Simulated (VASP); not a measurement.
# NdTl2P3 (P-62m) in VASP: relaxation of cell and atoms with PBE

Aim: the relaxation of cell and atoms of NdTl2P3 with PBE.

Everything below comes from runs of VASP 6.6.1. Logs are shortened: lines on timing, memory, paths and dates and some standing lists are left out, and cuts for length are marked.

### 1 The cell of the first run

Symmetry: P-62m, No. 189, hexagonal system. Conventional cell: a = 4.898 Å, b = 4.898 Å, c = 8.814 Å, α = 90.00°, β = 90.00°, γ = 120.00°. Nd (site symmetry -62m) has 3 P at 1.96 Å within 2.6 Å. Within 3.3 Å of Tl (site symmetry 3m) lie 1 Tl at 2.49 Å and 1 Nd at 3.16 Å. Within 2.6 Å of P (site symmetry m2m) lie 1 Nd at 1.96 Å and 4 P at 2.59 Å.

The cell was generated, and may not be a known phase.

### 2 Relaxation of cell and atoms, PBE

INCAR reads:

```
ALGO     = Normal         # electronic algorithm
EDIFF    = 1E-7           # SCF threshold, eV
EDIFFG   = -0.08          # ionic threshold
ENCUT    = 500            # plane-wave cutoff, eV
GGA      = PE             # functional
GGA_COMPAT= F            
IBRION   = 2              # ionic algorithm
ISIF     = 3              # what is computed and relaxed
ISMEAR   = 0              # smearing method
LASPH    = T              # aspherical terms in the spheres
LCHARG   = F              # write CHGCAR
LMAXMIX  = 6              # l up to which the mixer works
LREAL    = F              # projectors in reciprocal space
LWAVE    = F              # write WAVECAR
NELM     = 200            # most SCF steps
NELMIN   = 4            
NSW      = 36             # ionic steps
PREC     = Accurate       # precision mode
SIGMA    = 0.2            # smearing width, eV
```

KPOINTS reads:

```
k-points
0
Gamma
  4 4 2
```

POSCAR reads:

```
NdTl2P3
1.0
    4.8980147600      0.0000000000      0.0000000000
   -2.4490073800      4.2418052100      0.0000000000
    0.0000000000      0.0000000000      8.8136671600
Nd Tl P
1 2 3
Direct
    0.0000000000      0.0000000000      0.5000000000
    0.0000000000      0.0000000000      0.8588804600
    0.0000000000      0.0000000000      0.1411195400
    0.5988762100      0.0000000000      0.5000000000
    0.0000000000      0.5988762100      0.5000000000
    0.4011237900      0.4011237900      0.5000000000
```

Potentials or basis: VASP PAW PBE potentials, release 64 (Nd_3, Tl_d, P), 4f in core.

Command:

```sh
cat potpaw_PBE.64/Nd_3/POTCAR potpaw_PBE.64/Tl_d/POTCAR potpaw_PBE.64/P/POTCAR > POTCAR
mpirun -np 1 vasp_std > vasp.out
```

OUTCAR:

```text
EDIFF = 1E-7
   EDIFFG = -0.08
   ENCUT = 500
   GGA = PE
   IBRION = 2
   ISIF = 3
   ISMEAR = 0
   LASPH = T
   LREAL = F
   NELM = 200
   NELMIN = 4
   NSW = 36
   PREC = Accurate

 ion  position               nearest neighbor table
   1  0.000  0.000  0.500-   5 1.96   6 1.96   4 1.96   5 2.93   6 2.93   4 2.93   2 3.16   3 3.16

   2  0.000  0.000  0.859-   3 2.49   1 3.16
   3  0.000  0.000  0.141-   2 2.49   1 3.16
   4  0.599  0.000  0.500-   1 1.96   5 2.59   6 2.59   6 2.59   5 2.59   1 2.93
   5  0.000  0.599  0.500-   1 1.96   4 2.59   4 2.59   6 2.59   6 2.59   1 2.93
   6  0.401  0.401  0.500-   1 1.96   4 2.59   4 2.59   5 2.59   5 2.59   1 2.93

  LATTYP: Found a hexagonal cell.
 ALAT       =     4.8980147600
 C/A-ratio  =     1.7994366273

  Lattice vectors:

 A1 = (   4.8980147600,   0.0000000000,   0.0000000000)
 A2 = (  -2.4490073800,   4.2418052100,   0.0000000000)
 A3 = (   0.0000000000,   0.0000000000,   8.8136671600)

Analysis of symmetry for initial positions (statically):
=====================================================================
 Subroutine PRICEL returns:
 Original cell was already a primitive cell.

 Routine SETGRP: Setting up the symmetry group for a
 hexagonal supercell.

 Subroutine GETGRP returns: Found 12 space group operations
 (whereof 12 operations were pure point group operations)
 out of a pool of 24 trial point group operations.

The static configuration has the point symmetry D_3h.

Analysis of symmetry for dynamics (positions and initial velocities):
=====================================================================
 Subroutine PRICEL returns:
 Original cell was already a primitive cell.

 Routine SETGRP: Setting up the symmetry group for a
 hexagonal supercell.

 Subroutine GETGRP returns: Found 12 space group operations
 (whereof 12 operations were pure point group operations)
 out of a pool of 24 trial point group operations.

The dynamic configuration has the point symmetry D_3h.

 Subroutine INISYM returns: Found 12 space group operations
 (whereof 12 operations are pure point group operations),
 and found     1 'primitive' translations

----------------------------------------------------------------------------------------

                                     Primitive cell

  volume of cell :     183.1165

  direct lattice vectors                    reciprocal lattice vectors
     4.898014760  0.000000000  0.000000000     0.204164350  0.117874342  0.000000000
    -2.449007380  4.241805210  0.000000000     0.000000000  0.235748685  0.000000000
     0.000000000  0.000000000  8.813667160     0.000000000  0.000000000  0.113460150

  length of vectors
     4.898014760  4.898014760  8.813667160     0.235748685  0.235748685  0.113460150

  position of ions in fractional coordinates (direct lattice)
     0.000000000  0.000000000  0.500000000
     0.000000000  0.000000000  0.858880460
     0.000000000  0.000000000  0.141119540
     0.598876210  0.000000000  0.500000000
     0.000000000  0.598876210  0.500000000
     0.401123790  0.401123790  0.500000000

  ion indices of the primitive-cell ions
   primitive index   ion index
                 1           1
                 2           2
                 3           3
                 4           4
                 5           5
                 6           6

----------------------------------------------------------------------------------------

 KPOINTS: k-points

Automatic generation of k-mesh.
 Grid dimensions read from file:
 generate k-points for:    4    4    2

 Generating k-lattice:

  Cartesian coordinates                     Fractional coordinates (reciprocal lattice)
     0.051041088  0.029468586  0.000000000     0.250000000  0.000000000  0.000000000
     0.000000000  0.058937171  0.000000000     0.000000000  0.250000000  0.000000000
     0.000000000  0.000000000  0.056730075     0.000000000  0.000000000  0.500000000

  Length of vectors
     0.058937171  0.058937171  0.056730075

  Shift w.r.t. Gamma in fractional coordinates (k-lattice)
     0.000000000  0.000000000  0.000000000

 Subroutine IBZKPT returns following result:
 ===========================================

 Found      8 irreducible k-points:

 Following reciprocal coordinates:
            Coordinates               Weight
  0.000000  0.000000  0.000000      1.000000
  0.250000  0.000000  0.000000      6.000000
  0.500000  0.000000  0.000000      3.000000
  0.250000  0.250000  0.000000      6.000000
  0.000000  0.000000  0.500000      1.000000
  0.250000  0.000000  0.500000      6.000000
  0.500000  0.000000  0.500000      3.000000
  0.250000  0.250000  0.500000      6.000000
   k-points           NKPTS =      8   k-points in BZ     NKDIM =      8   number of bands    NBANDS=     31
   number of dos      NEDOS =    301   number of ions     NIONS =      6
   total plane-waves  NPLWV =  82944
   dimension x,y,z NGX =    36 NGY =   36 NGZ =   64
   dimension x,y,z NGXF=    72 NGYF=   72 NGZF=  128
   ions per type =               1   2   3
   NGX,Y,Z   is equivalent  to a cutoff of  12.22, 12.22, 12.07 a.u.
   NGXF,Y,Z  is equivalent  to a cutoff of  24.44, 24.44, 24.14 a.u.
 SYSTEM =  unknown system
   PREC   = accura    normal or accurate (medium, high low for compatibility)
   ISTART =      0    job   : 0-new  1-cont  2-samecut
   ICHARG =      2    charge: 1-file 2-atom 10-const
   ISPIN  =      1    spin polarized calculation?
   LNONCOLLINEAR =      F non collinear calculations
   LSORBIT =      F    spin-orbit coupling
   LASPH  =      T    aspherical Exc in radial PAW
   ENCUT  =  500.0 eV  36.75 Ry    6.06 a.u.   8.93  8.93 16.07*2*pi/ulx,y,z
   NELM   =    200;   NELMIN=  4; NELMDL= -5     # of ELM steps
   EDIFF  = 0.1E-06   stopping-criterion for ELM
   LREAL  =      F    real-space projection
   EDIFFG = -.8E-01   stopping-criterion for IOM
   NSW    =     36    number of steps for IOM
   IBRION =      2    ionic relax: 0-MD 1-quasi-New 2-CG
   NFREE  =      1    steps in history (QN), initial steepest desc. (CG)
   ISIF   =      3    stress and relaxation
   ISYM   =      2    0-nonsym 1-usesym 2-fastsym
   POTIM  = 0.5000    time-step for ionic-motion
   TEBEG  =    0.0;   TEEND  =   0.0 temperature during run
   PSTRESS=    0.0 pullay stress
   NELECT =      52.0000    total number of electrons
   NUPDOWN=      -1.0000    fix difference up-down
   EMIN   =  10.00;   EMAX   =-10.00  energy-range for DOS
   EFERMI =   0.00;   METHOD = LEGACY
   ISMEAR =     0;   SIGMA  =   0.20  broadening in eV -4-tet -1-fermi 0-gaus
   EFERMI_NEDOS =   21; number of points for ismear=-14 and -15
   IALGO  =     38    algorithm
   IMIX   =      4    mixing-type and parameters
     AMIX     =   0.40;   BMIX     =  1.00
     AMIX_MAG =   1.60;   BMIX_MAG =  1.00
  volume/ion in A,a.u.               =      30.52       205.96
  Fermi-wavevector in a.u.,A,eV,Ry     =   1.076052  2.033444 15.754036  1.157889
  Thomas-Fermi vector in A             =   2.211926
   LORBIT       =      0    0 simple, 1 ext, 2 COOP (PROOUT), +10 PAW based schemes
   GGA     = PE    functional components
   LHFCALC =     F    Hartree Fock is set to
   AEXX    =    0.0000 exact exchange contribution
   IVDW    =     0    specifies the selected vdW correction
   LEPSILON=     F    determine dielectric tensor
   LRPA    =     F    only Hartree local field effects (RPA)
 conjugate gradient relaxation of ions
 non-spin polarized calculation
 Gauss-broadening in eV      SIGMA  =   0.20
  energy-cutoff  :      500.00
  volume of cell :      183.12
 maximum number of plane-waves:      4664
 NGX is ok and might be reduce to    36
   NGX = 17   NGY = 17   NGZ = 33

--------------------------------------- Ionic step        1  -------------------------------------------

 number of electron      51.9999989 magnetization

 Free energy of the ion-electron system (eV)
  ---------------------------------------------------
  ext. energy  EPLUGINS =         0.00000000
  ---------------------------------------------------
  free energy    TOTEN  =        -9.55577834 eV

  energy without entropy =       -9.48264737  energy(sigma->0) =       -9.51921285

------------------------ aborting loop because EDIFF is reached ----------------------------------------

  FORCE on cell =-STRESS in cart. coord.  units (eV):
  Direction    XX          YY          ZZ          XY          YZ          ZX
  --------------------------------------------------------------------------------------
  -------------------------------------------------------------------------------------
  Total       47.3417244     47.3417244     10.5089820      0.0000000     -0.0000000      0.0000000
  in kB      414.2163132    414.2163132     91.9483152      0.0000000     -0.0000000      0.0000000
  external PRESSURE =     306.7936472 kB  Pullay stress =       0.0000000 kB
[... 25 lines left out ...]
  energy  without entropy=       -9.4826473660  energy(sigma->0) =       -9.51921285

--------------------------------------- Ionic step        2  -------------------------------------------

 number of electron      52.0000051 magnetization

 E-fermi :  -0.2306     XC(G=0):  -5.7440

 val. band max:       -0.2397394584   @ k =   0.0000   0.0000   0.0000
 cond. band min:      -0.0734954884   @ k =   0.2500   0.2500   0.0000
 fundamental gap:      0.1662439700
 Fermi energy:        -0.2306092382

 k-point     1 :       0.0000    0.0000    0.0000
  band No.  band energies     occupation
      1     -38.1098      2.00000
      2     -19.3721      2.00000
      3     -19.1504      2.00000
      4     -19.1504      2.00000
      5     -12.5804      2.00000
      6     -12.3914      2.00000
[... 334 lines left out ...]
  FREE ENERGIE OF THE ION-ELECTRON SYSTEM (eV)
  ---------------------------------------------------
  free  energy   TOTEN  =       -23.1561109567 eV

  energy  without entropy=      -23.0750484873  energy(sigma->0) =      -23.11557972

[... ionic steps 4 to 7 ...]

--------------------------------------- Ionic step        8  -------------------------------------------

 number of electron      52.0000010 magnetization

------------------------ aborting loop because EDIFF is reached ----------------------------------------

  FORCE on cell =-STRESS in cart. coord.  units (eV):
  Direction    XX          YY          ZZ          XY          YZ          ZX
  --------------------------------------------------------------------------------------
  -------------------------------------------------------------------------------------
  Total        0.8836557      0.8836557     -0.5464835      0.0000000      0.0000000     -0.0000000
  in kB        5.7424276      5.7424276     -3.5513176      0.0000000      0.0000000     -0.0000000
  external PRESSURE =       2.6445125 kB  Pullay stress =       0.0000000 kB
[... 65 lines left out ...]
  energy  without entropy=      -23.5433996697  energy(sigma->0) =      -23.58284680

--------------------------------------- Ionic step       10  -------------------------------------------

 number of electron      52.0000010 magnetization

 Free energy of the ion-electron system (eV)
  ---------------------------------------------------
  ext. energy  EPLUGINS =         0.00000000
  ---------------------------------------------------
  free energy    TOTEN  =       -23.62376887 eV

  energy without entropy =      -23.54451164  energy(sigma->0) =      -23.58414025

 E-fermi :   1.8813     XC(G=0):  -7.1820

 val. band max:        1.8720261341   @ k =   0.5000   0.0000   0.0000
 cond. band min:       1.8830905246   @ k =   0.2500   0.2500   0.0000
 fundamental gap:      0.0110643906
 Fermi energy:         1.8813146870

 k-point     1 :       0.0000    0.0000    0.0000
  band No.  band energies     occupation
      1     -34.9843      2.00000
      2     -16.4235      2.00000
      3     -16.4235      2.00000
      4     -16.4092      2.00000
      5     -10.4428      2.00000
      6     -10.2265      2.00000
[... 294 lines left out ...]
  FREE ENERGIE OF THE ION-ELECTRON SYSTEM (eV)
  ---------------------------------------------------
  free  energy   TOTEN  =       -23.6237688670 eV

  energy  without entropy=      -23.5445116370  energy(sigma->0) =      -23.58414025

 reached required accuracy - stopping structural energy minimisation
```

It took 4.6 min on 1 thread of AMD EPYC 9R45 (Zen 5), shared host; peak memory 0.28 GiB.

Results:

* Free energy: -23.6238 eV
* Relaxed volume: 41.60 Å³/atom
* Relaxed cell: a = 5.545 Å, b = 5.545 Å, c = 9.374 Å, α = 90.00°, β = 90.00°, γ = 120.00°
* Space group after relaxing (to 0.1 Å): P6/mmm (No. 191)
* Energy gained by relaxing: 2344.7 meV/atom
* Ionic steps: 10
* Pressure after relaxing: -0.1 GPa
* Largest force after relaxing: 0.057 eV/Å
* Band gap on the k mesh: zero (bands 26 and 27 overlap by 0.86 eV)

Forces on the atoms (eV/Å):
```
Nd   0.000  0.000  0.000
Tl   0.000  0.000 -0.057
Tl   0.000  0.000  0.057
P    0.011  0.000  0.000
P   -0.006  0.010  0.000
P   -0.006 -0.010  0.000
```

Step by step:
```
step  energy change (eV)  largest force (eV/Å)  pressure (GPa)  volume (Å³)
   1              0.0000               15.7860           30.68       183.12
   2            -10.1405                0.2916           -3.92       378.55
   3            -13.6003                1.3749           -2.02       268.05
   4            -13.6593                1.4579           -1.64       263.60
   5            -13.7073                1.6748           -0.59       252.90
   6            -13.7096                1.6423           -0.76       254.43
   7            -14.0042                0.6293           -0.27       249.73
   8            -14.0527                0.2143            0.26       246.55
   9            -14.0665                0.1075            0.00       248.63
  10            -14.0680                0.0570           -0.11       249.58
```

Final structure:
```
Nd Tl P
1.0
     5.54481    0.00000    0.00000
    -2.77240    4.80195    0.00000
     0.00000    0.00000    9.37376
Nd Tl P
1 2 3
Direct
  0.00000 0.00000 0.50000
  0.00000 0.00000 0.83237
  0.00000 0.00000 0.16763
  0.49981 0.00000 0.50000
  0.00000 0.49981 0.50000
  0.50019 0.50019 0.50000
```

Caveat: the k points lie up to 0.34 Å⁻¹ apart in the final cell, too coarse for converged energies and pressures of a metal; the volume moved by over 15 % at a fixed basis, so the end points are rough; spin-orbit coupling is left out, which moves the levels of the heavy elements; the 4f electrons are frozen in the core, so they carry no moment and show no levels; the relaxation stopped at a loose force limit of 0.08 eV/Å, so its end isn't a converged minimum. Spin polarisation is off, so any magnetic state and its effect on volume and gap are missing.
